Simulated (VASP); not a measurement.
# Te2Mo (P6_3/mmc) in VASP: further runs

The runs below take Te2Mo through single point, with PBE.

Everything below comes from runs of VASP 6.6.1. Logs are shortened: lines on timing, memory, paths and dates and some standing lists are left out, and cuts for length are marked.

**The experiment to reproduce.**

From “Broadband infrared study of pressure-tunable Fano resonance and metallization transition in 2H-MoTe2”, 2022, pmc:9569381, for a bulk crystal of Te2Mo at 300 K: band gap 0.88 ± 0.05 eV (indirect).

How close the calculation comes is told below.

## Step 1: The cell of the first run

It takes space group P6_3/mmc (No. 194, hexagonal). The conventional cell has a = 3.557 Å, b = 3.557 Å, c = 15.205 Å, α = 90.00°, β = 90.00°, γ = 120.00°. Within 3.7 Å of Te (site symmetry 3m) lie 3 Mo at 2.74 Å and 7 Te at 3.56 to 3.62 Å. Within 3.6 Å of Mo (site symmetry -6m2) lie 6 Te at 2.74 Å and 6 Mo at 3.56 Å.

## Step 2: Single point, PBE

INCAR reads:

```
SYSTEM = Te2Mo
  ALGO = Normal
  EDIFF = 1E-7
  ENCUT = 520
  GGA = PE
  ISIF = 2
  ISMEAR = 0
  LASPH = .True.
  LCHARG = .True.
  LELF = .True.
  LREAL = .False.
  LVHAR = .True.
  LWAVE = .False.
  NBANDS = 35
  NELM = 80
  PREC = Accurate
  SIGMA = 0.02
```

KPOINTS reads:

```
k-points
0
Gamma
  12 12 2
  0 0 0
```

POSCAR reads:

```
Te2Mo
1.0
    3.5570664894      0.0000000000      0.0000000000
   -1.7785332447      3.0805099428      0.0000000000
    0.0000000000      0.0000000000     15.2047171722
Te Mo
4 2
Direct
    0.3333333333      0.6666666667      0.6310943429
    0.6666666667      0.3333333333      0.1310943429
    0.3333333333      0.6666666667      0.8689056571
    0.6666666667      0.3333333333      0.3689056571
    0.3333333333      0.6666666667      0.2500000000
    0.6666666667      0.3333333333      0.7500000000
```

Potentials or basis: VASP PAW PBE potentials, release 64 (Te, Mo_sv).

The run is started by

```bash
$ cat potpaw_PBE.64/Te/POTCAR potpaw_PBE.64/Mo_sv/POTCAR > POTCAR
$ mpirun -np 1 vasp_std > vasp.out
```

OUTCAR:

```text
SYSTEM = Te2Mo
   EDIFF = 1E-7
   ENCUT = 520
   GGA = PE
   ISIF = 2
   ISMEAR = 0
   LASPH = .True.
   LREAL = .False.
   NELM = 80
   PREC = Accurate

 ion  position               nearest neighbor table
   1  0.333  0.667  0.631-   6 2.74   6 2.74   6 2.74   3 3.62
   2  0.667  0.333  0.131-   5 2.74   5 2.74   5 2.74   4 3.62
   3  0.333  0.667  0.869-   6 2.74   6 2.74   6 2.74   1 3.62
   4  0.667  0.333  0.369-   5 2.74   5 2.74   5 2.74   2 3.62
   5  0.333  0.667  0.250-   2 2.74   4 2.74   2 2.74   4 2.74   2 2.74   4 2.74
   6  0.667  0.333  0.750-   1 2.74   3 2.74   1 2.74   3 2.74   1 2.74   3 2.74

  LATTYP: Found a hexagonal cell.
 ALAT       =     3.5570664894
 C/A-ratio  =     4.2745102509

  Lattice vectors:

 A1 = (   3.5570664894,   0.0000000000,   0.0000000000)
 A2 = (  -1.7785332447,   3.0805099428,   0.0000000000)
 A3 = (   0.0000000000,   0.0000000000,  15.2047171722)

Analysis of symmetry for initial positions (statically):
=====================================================================
 Subroutine PRICEL returns:
 Original cell was already a primitive cell.

 Routine SETGRP: Setting up the symmetry group for a
 hexagonal supercell.

 Subroutine GETGRP returns: Found 24 space group operations
 (whereof 12 operations were pure point group operations)
 out of a pool of 24 trial point group operations.

The static configuration has the point symmetry D_3d.
 The point group associated with its full space group is D_6h.

Analysis of symmetry for dynamics (positions and initial velocities):
=====================================================================
 Subroutine PRICEL returns:
 Original cell was already a primitive cell.

 Routine SETGRP: Setting up the symmetry group for a
 hexagonal supercell.

 Subroutine GETGRP returns: Found 24 space group operations
 (whereof 12 operations were pure point group operations)
 out of a pool of 24 trial point group operations.

The dynamic configuration has the point symmetry D_3d.
 The point group associated with its full space group is D_6h.

 Subroutine INISYM returns: Found 24 space group operations
 (whereof 12 operations are pure point group operations),
 and found     1 'primitive' translations

----------------------------------------------------------------------------------------

                                     Primitive cell

  volume of cell :     166.6069

  direct lattice vectors                    reciprocal lattice vectors
     3.557066489  0.000000000  0.000000000     0.281130534  0.162310789  0.000000000
    -1.778533245  3.080509943  0.000000000     0.000000000  0.324621578  0.000000000
     0.000000000  0.000000000 15.204717172     0.000000000  0.000000000  0.065769063

  length of vectors
     3.557066489  3.557066489 15.204717172     0.324621578  0.324621578  0.065769063

  position of ions in fractional coordinates (direct lattice)
     0.333333333  0.666666667  0.631094343
     0.666666667  0.333333333  0.131094343
     0.333333333  0.666666667  0.868905657
     0.666666667  0.333333333  0.368905657
     0.333333333  0.666666667  0.250000000
     0.666666667  0.333333333  0.750000000

  ion indices of the primitive-cell ions
   primitive index   ion index
                 1           1
                 2           2
                 3           3
                 4           4
                 5           5
                 6           6

----------------------------------------------------------------------------------------

 KPOINTS: k-points

Automatic generation of k-mesh.
 Grid dimensions read from file:
 generate k-points for:   12   12    2

 Generating k-lattice:

  Cartesian coordinates                     Fractional coordinates (reciprocal lattice)
     0.023427544  0.013525899  0.000000000     0.083333333  0.000000000  0.000000000
     0.000000000  0.027051798  0.000000000     0.000000000  0.083333333  0.000000000
     0.000000000  0.000000000  0.032884531     0.000000000  0.000000000  0.500000000

  Length of vectors
     0.027051798  0.027051798  0.032884531

  Shift w.r.t. Gamma in fractional coordinates (k-lattice)
     0.000000000  0.000000000  0.000000000

 Subroutine IBZKPT returns following result:
 ===========================================

 Found     38 irreducible k-points:

 Following reciprocal coordinates:
            Coordinates               Weight
  0.000000  0.000000  0.000000      1.000000
  0.083333  0.000000  0.000000      6.000000
  0.166667  0.000000  0.000000      6.000000
  0.250000  0.000000  0.000000      6.000000
  0.333333  0.000000  0.000000      6.000000
  0.416667  0.000000  0.000000      6.000000
[... 16 lines left out ...]
  0.250000  0.000000  0.500000      6.000000
  0.333333  0.000000  0.500000      6.000000
 [... further k-points ...]
   k-points           NKPTS =     38   k-points in BZ     NKDIM =     38   number of bands    NBANDS=     35
   number of dos      NEDOS =    301   number of ions     NIONS =      6
   total plane-waves  NPLWV =  94080
   dimension x,y,z NGX =    28 NGY =   28 NGZ =  120
   dimension x,y,z NGXF=    56 NGYF=   56 NGZF=  240
   ions per type =               4   2
   NGX,Y,Z   is equivalent  to a cutoff of  13.09, 13.09, 13.12 a.u.
   NGXF,Y,Z  is equivalent  to a cutoff of  26.17, 26.17, 26.24 a.u.
 SYSTEM =  Te2Mo
   PREC   = accura    normal or accurate (medium, high low for compatibility)
   ISTART =      0    job   : 0-new  1-cont  2-samecut
   ICHARG =      2    charge: 1-file 2-atom 10-const
   ISPIN  =      1    spin polarized calculation?
   LNONCOLLINEAR =      F non collinear calculations
   LSORBIT =      F    spin-orbit coupling
   LASPH  =      T    aspherical Exc in radial PAW
   ENCUT  =  520.0 eV  38.22 Ry    6.18 a.u.   6.61  6.61 28.27*2*pi/ulx,y,z
   NELM   =     80;   NELMIN=  2; NELMDL= -5     # of ELM steps
   EDIFF  = 0.1E-06   stopping-criterion for ELM
   LREAL  =      F    real-space projection
   EDIFFG = 0.1E-05   stopping-criterion for IOM
   NSW    =      0    number of steps for IOM
   IBRION =     -1    ionic relax: 0-MD 1-quasi-New 2-CG
   NFREE  =      0    steps in history (QN), initial steepest desc. (CG)
   ISIF   =      2    stress and relaxation
   ISYM   =      2    0-nonsym 1-usesym 2-fastsym
   POTIM  = 0.5000    time-step for ionic-motion
   TEBEG  =    0.0;   TEEND  =   0.0 temperature during run
   PSTRESS=    0.0 pullay stress
   NELECT =      52.0000    total number of electrons
   NUPDOWN=      -1.0000    fix difference up-down
   EMIN   =  10.00;   EMAX   =-10.00  energy-range for DOS
   EFERMI =   0.00;   METHOD = LEGACY
   ISMEAR =     0;   SIGMA  =   0.02  broadening in eV -4-tet -1-fermi 0-gaus
   EFERMI_NEDOS =   21; number of points for ismear=-14 and -15
   IALGO  =     38    algorithm
   IMIX   =      4    mixing-type and parameters
     AMIX     =   0.40;   BMIX     =  1.00
     AMIX_MAG =   1.60;   BMIX_MAG =  1.00
  volume/ion in A,a.u.               =      27.77       187.39
  Fermi-wavevector in a.u.,A,eV,Ry     =   1.110482  2.098507 16.778308  1.233171
  Thomas-Fermi vector in A             =   2.247034
   LORBIT       =      0    0 simple, 1 ext, 2 COOP (PROOUT), +10 PAW based schemes
   GGA     = PE    functional components
   LHFCALC =     F    Hartree Fock is set to
   AEXX    =    0.0000 exact exchange contribution
   IVDW    =     0    specifies the selected vdW correction
   LEPSILON=     F    determine dielectric tensor
   LRPA    =     F    only Hartree local field effects (RPA)
 non-spin polarized calculation
 Gauss-broadening in eV      SIGMA  =   0.02
  energy-cutoff  :      520.00
  volume of cell :      166.61
 maximum number of plane-waves:      4544
 NGX is ok and might be reduce to    28
   NGX = 13   NGY = 13   NGZ = 57

 number of electron      52.0000001 magnetization

 Free energy of the ion-electron system (eV)
  ---------------------------------------------------
  ext. energy  EPLUGINS =         0.00000000
  ---------------------------------------------------
  free energy    TOTEN  =       -36.07521849 eV

  energy without entropy =      -36.07521849  energy(sigma->0) =      -36.07521849

 E-fermi :   6.8130     XC(G=0):  -9.7841

 val. band max:        6.7276515308   @ k =   0.3333   0.3333   0.0000
 cond. band min:       7.7329642631   @ k =   0.2500   0.1667   0.0000
 fundamental gap:      1.0053127323
 Fermi energy:         6.8130323532

 k-point     1 :       0.0000    0.0000    0.0000
  band No.  band energies     occupation
      1     -54.0071      2.00000
      2     -54.0071      2.00000
      3     -28.1516      2.00000
      4     -28.1516      2.00000
      5     -28.0498      2.00000
      6     -28.0498      2.00000
[... 27 lines left out ...]
     34      10.0337      0.00000
     35      11.8953      0.00000

 k-point     2 :       0.0833    0.0000    0.0000
  band No.  band energies     occupation
      1     -54.0065      2.00000
      2     -54.0065      2.00000
      3     -28.1500      2.00000
      4     -28.1500      2.00000
      5     -28.0575      2.00000
      6     -28.0575      2.00000
[... 27 lines left out ...]
     34       9.8398      0.00000
     35      12.2422      0.00000

 k-point     3 :       0.1667    0.0000    0.0000
  band No.  band energies     occupation
      1     -54.0050      2.00000
      2     -54.0050      2.00000
      3     -28.1454      2.00000
      4     -28.1454      2.00000
      5     -28.0785      2.00000
      6     -28.0785      2.00000
[... 27 lines left out ...]
     34      10.0380      0.00000
     35      12.5230      0.00000
[... 723 lines left out ...]
 k-point    23 :       0.2500    0.0000    0.5000
  band No.  band energies     occupation
      1     -54.0029      2.00000
      2     -54.0029      2.00000
      3     -28.1391      2.00000
      4     -28.1391      2.00000
      5     -28.1071      2.00000
      6     -28.1071      2.00000
[... 27 lines left out ...]
     34      10.1497      0.00000
     35      12.9492      0.00000

 k-point    24 :       0.3333    0.0000    0.5000
  band No.  band energies     occupation
      1     -54.0009      2.00000
      2     -54.0009      2.00000
      3     -28.1354      2.00000
      4     -28.1354      2.00000
      5     -28.1328      2.00000
      6     -28.1328      2.00000
[... 27 lines left out ...]
     34      10.2525      0.00000
     35      12.1449      0.00000

 [... further k-points ...]

------------------------ aborting loop because EDIFF is reached ----------------------------------------

  FORCE on cell =-STRESS in cart. coord.  units (eV):
  Direction    XX          YY          ZZ          XY          YZ          ZX
  --------------------------------------------------------------------------------------
  -------------------------------------------------------------------------------------
  Total       -0.0185233     -0.0185233      0.1125431      0.0000000     -0.0000000      0.0000000
  in kB       -0.1781292     -0.1781292      1.0822722      0.0000000     -0.0000000      0.0000000
  external PRESSURE =       0.2420046 kB  Pullay stress =       0.0000000 kB

 VOLUME and BASIS-vectors are now :
 -----------------------------------------------------------------------------
  energy-cutoff  :      520.00
  volume of cell :      166.61
      direct lattice vectors                 reciprocal lattice vectors
     3.557066489  0.000000000  0.000000000     0.281130534  0.162310789  0.000000000
    -1.778533245  3.080509943  0.000000000     0.000000000  0.324621578  0.000000000
     0.000000000  0.000000000 15.204717172     0.000000000  0.000000000  0.065769063

 POSITION                                       TOTAL-FORCE (eV/Angst)
 -----------------------------------------------------------------------------------
     -0.00000      2.05367      9.59561         0.000000      0.000000     -0.011185
      1.77853      1.02684      1.99325         0.000000      0.000000     -0.011185
     -0.00000      2.05367     13.21146         0.000000     -0.000000      0.011185
      1.77853      1.02684      5.60911         0.000000      0.000000      0.011185
     -0.00000      2.05367      3.80118         0.000000     -0.000000      0.000000
      1.77853      1.02684     11.40354        -0.000000      0.000000      0.000000
 -----------------------------------------------------------------------------------
    total drift:                               -0.000000      0.000000     -0.000000

  FREE ENERGIE OF THE ION-ELECTRON SYSTEM (eV)
  ---------------------------------------------------
  free  energy   TOTEN  =       -36.0752184890 eV

  energy  without entropy=      -36.0752184890  energy(sigma->0) =      -36.07521849
```

Run time: 7.2 min. Hardware: 1 thread of AMD EPYC 7R43 (Zen 3), shared host; peak memory 0.38 GiB.

Results:

| Quantity | Value |
| --- | --- |
| Free energy | -36.0752 eV |
| Pressure | 0.0 GPa |
| Largest force | 0.011 eV/Å |
| Band gap on the k mesh | 1.01 eV (least direct gap 1.03 eV) |

Forces on the atoms (eV/Å):
```
Te   0.000  0.000 -0.011
Te   0.000  0.000 -0.011
Te   0.000  0.000  0.011
Te   0.000  0.000  0.011
Mo   0.000  0.000  0.000
Mo   0.000  0.000  0.000
```

Caveat: spin-orbit coupling is left out, which moves the levels of the heavy elements; this functional lacks dispersion, which binds layers or chains, so the pressure and a relaxed spacing across them are unreliable.

## Step 3: Single point, PBE (29.43 Å³/atom)

This run uses another cell than the first one, of 29.43 Å³/atom.

INCAR reads:

```
SYSTEM = Te2Mo
PREC     = Accurate       ! precision mode
ENCUT    = 520            ! plane-wave cutoff, eV
EDIFF    = 1E-7           ! SCF threshold, eV
ISMEAR   = 0              ! smearing method
SIGMA    = 0.02           ! smearing width, eV
LREAL    = .FALSE.        ! projectors in reciprocal space
LASPH    = .TRUE.         ! aspherical terms in the spheres
NELM     = 100            ! most SCF steps
ALGO     = Normal         ! electronic algorithm
ISIF     = 2              ! what is computed and relaxed
LWAVE    = .FALSE.        ! write WAVECAR
LCHARG   = .FALSE.        ! write CHGCAR
GGA      = PE             ! functional
NBANDS   = 35             ! bands
```

KPOINTS reads:

```
Automatic mesh
0
G
  12 12 2
  0 0 0
```

POSCAR reads:

```
Te2Mo
1.0
    3.5572307190      0.0000000000      0.0000000000
   -1.7786153595      3.0806521698      0.0000000000
    0.0000000000      0.0000000000     16.1155117479
Te Mo
4 2
Direct
    0.3333333333      0.6666666667      0.6378371592
    0.6666666667      0.3333333333      0.1378371592
    0.3333333333      0.6666666667      0.8621628408
    0.6666666667      0.3333333333      0.3621628408
    0.3333333333      0.6666666667      0.2500000000
    0.6666666667      0.3333333333      0.7500000000
```

Potentials or basis: VASP PAW PBE potentials, release 64 (Te, Mo_sv).

The run is started by

```bash
$ cat potpaw_PBE.64/Te/POTCAR potpaw_PBE.64/Mo_sv/POTCAR > POTCAR
$ mpirun -np 1 vasp_std > vasp.out
```

It took 14 min on 1 thread of AMD EPYC, shared host; peak memory 0.38 GiB.

The run converged. Its results:

| Property | Result |
| --- | --- |
| Free energy | -36.0719 eV |
| Pressure | 0.0 GPa |
| Largest force | 0.018 eV/Å |
| Band gap on the k mesh | 1.05 eV |

Forces in eV/Å, atoms in the order of the input:
```
Te   0.000  0.000 -0.018
Te   0.000  0.000 -0.018
Te   0.000  0.000  0.018
Te   0.000  0.000  0.018
Mo   0.000  0.000  0.000
Mo   0.000  0.000  0.000
```

Levels at points of the mesh, in eV from the valence-band top:
| k point | band 23 | band 24 | band 25 | band 26 | band 27 | band 28 | band 29 | band 30 |
| --- | --- | --- | --- | --- | --- | --- | --- | --- |
| (0.00, 0.00, 0.00) | -0.90 | -0.90 | -0.68 | -0.22 | 3.01 | 3.01 | 3.02 | 3.02 |
| (0.50, 0.00, 0.00) | -0.76 | -0.75 | -0.36 | -0.33 | 1.36 | 1.37 | 1.64 | 1.75 |
| (0.00, 0.00, 0.50) | -0.90 | -0.90 | -0.36 | -0.36 | 3.02 | 3.02 | 3.02 | 3.02 |
| (0.50, 0.00, 0.50) | -0.75 | -0.75 | -0.34 | -0.34 | 1.37 | 1.37 | 1.70 | 1.70 |

Caveat: spin-orbit coupling is left out, which moves the levels of the heavy elements; this functional lacks dispersion, which binds layers or chains, so the pressure and a relaxed spacing across them are unreliable.

## Step 4: How close it comes

Step 2. A measured gap of Te2Mo is 0.88 eV (indirect; 300 K; quoted in “Broadband infrared study of pressure-tunable Fano resonance and metallization transition in 2H-MoTe2”, 2022, pmc:9569381); the calculated 1.01 eV misses it by +0.13 eV. Spin-orbit coupling on Mo, Te is left out. The value is that of PBE on a finite k mesh, which can miss the band edges, without temperature or zero-point motion.
